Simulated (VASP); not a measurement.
Input of a VASP 6.6.1 run:

File INCAR:

```
ALGO = Normal ; EDIFF = 1E-6
ENCUT = 520 ; GGA = PE
ISIF = 2 ; ISMEAR = -1
LASPH = T ; LCHARG = T
LELF = T ; LREAL = F
LVHAR = T ; LWAVE = F
NBANDS = 24 ; NELM = 60
PREC = Accurate ; SIGMA = 0.08
```

Contents of KPOINTS:

```
k-points
0
Gamma
  9 9 12
```

POSCAR

```
Cu
1.0
    3.8014433310      0.0000000000      0.0000000000
   -1.9007216654      3.2921464957      0.0000000000
    0.0000000000      0.0000000000      2.2763004694
Cu
3
Direct
    0.0000000000      0.0000000000      0.0000000000
    0.3333333333      0.6666666667      0.5000000000
    0.6666666667      0.3333333333      0.5000000000
```

Potentials or basis: VASP PAW PBE potentials, release 64 (Cu).

Run with:

```bash
$ cat potpaw_PBE.64/Cu/POTCAR > POTCAR
$ mpirun -np 1 vasp_std > vasp.out
```

Question: Estimate the pressure.

Answer: 63.0 GPa.
